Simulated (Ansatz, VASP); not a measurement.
**One calculation of RbCd, two programs**

INCAR

```
  ALGO = Normal
  EDIFF = 1E-7
  EDIFFG = -0.04
  ENCUT = 500
  GGA = PE
  GGA_COMPAT = F
  IBRION = 2
  ISIF = 3
  ISMEAR = 0
  LASPH = T
  LCHARG = F
  LREAL = F
  LWAVE = F
  NELM = 120
  NELMIN = 4
  NSW = 90
  PREC = Accurate
  SIGMA = 0.1
```

File KPOINTS:

```
k-points
0
Gamma
  4 4 4
```

The input POSCAR:

```
RbCd
1.0
    4.3545354800      0.0000000000      0.0000000000
    0.0000000000      4.3545354800      0.0000000000
    0.0000000000      0.0000000000      4.3545354800
Rb Cd
1 1
Direct
    0.5000000000      0.5000000000      0.5000000000
    0.0000000000      0.0000000000      0.0000000000
```

Input for Ansatz:

```yaml
crystal:
  lattice:
    - [4.35453548, 0.0, 0.0]
    - [0.0, 4.35453548, 0.0]
    - [0.0, 0.0, 4.35453548]
  atoms:
    - { symbol: Rb, position: [0.5, 0.5, 0.5] }
    - { symbol: Cd, position: [0.0, 0.0, 0.0] }
basis:
  ecutwfc: 420
kpoints:
  mp_grid: { grid: [4, 4, 4] }
hamiltonian:
  xc: pbe
scf:
  occupations: { method: gaussian, width: 0.1 }
  lower_state_search: "off"
output:
  forces: true
  stress: true
  eigenvalues: true
relax:
  adjacent_minimum: "off"
  f_tol: 0.04
  max_steps: 70
  cell: { stress_tol: 0.4 }
```

Alike in both runs: task relaxation of cell and atoms; functional PBE; k mesh 4 × 4 × 4; occupations gaussian, width 0.1 eV; no spin polarisation.

```csv
,VASP,Ansatz
version,VASP 6.6.1,Ansatz 0.2.0
potentials or method,"VASP PAW PBE potentials, release 64 (Rb_sv, Cd), cutoff 500 eV","scalar-relativistic, plane waves, PAW"
valence electrons in the cell,21,29
```

|  | VASP | Ansatz | Ansatz less VASP |
| --- | --- | --- | --- |
| gap on the k mesh at the Fermi level, each at its own relaxed structure (eV) | none | none | - |
| relaxed volume (Å³/atom) | 44.92 | 44.58 | -0.339 |
| relaxed cell length with the largest relative difference (Å) | 4.479 | 4.467 | -0.0113 |

A gap of «none» marks a metal or a gap that the smearing closes. VASP's potentials hold 21 valence electrons a cell and Ansatz's 29, so a difference there can come from the potentials and not from the codes.

The k mesh is coarse, so the values compare programs but aren't converged.
